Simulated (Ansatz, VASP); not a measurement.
# HfN: VASP beside Ansatz

```xyz
2
Lattice="0.0000 2.3321 2.3935 2.3321 0.0000 2.3935 2.3321 2.3321 0.0000" Properties=species:S:1:pos:R:3 pbc="T T T"
Hf    0.0000    0.0000    0.0000
N     3.4981    3.4981    3.5902
```

Change from the starting cell: strain -0.050 along x and y, -0.025 along z, atoms carried along.

Alike in both runs: task single point; functional r2SCAN; k mesh 16 × 16 × 16; occupations gaussian, width 0.15 eV; no spin polarisation.

|  | VASP | Ansatz |
| --- | --- | --- |
| version | VASP 6.6.1 | Ansatz 0.2.0 |
| potentials or method | VASP PAW PBE potentials, release 64 (Hf_pv, N), cutoff 520 eV | scalar-relativistic, plane waves, PAW |
| valence electrons in the cell | 15 | 31 |

```csv
,VASP,Ansatz,Ansatz less VASP
gap on the k mesh at the Fermi level (eV),none,none,-
pressure (GPa),29.0,30.0,+0.93
"traceless stress, the component that is largest in VASP (GPa)",-2.89,-2.90,-0.004
```

VASP's potentials were made for PBE, not for r2SCAN. A gap of «none» marks a metal or a gap that the smearing closes. Both programs put the cell under a high pressure, so it lies far from rest at this level. VASP's potentials hold 15 valence electrons a cell and Ansatz's 31, so a difference there can come from the potentials and not from the codes.

Neither program's run includes spin-orbit coupling.
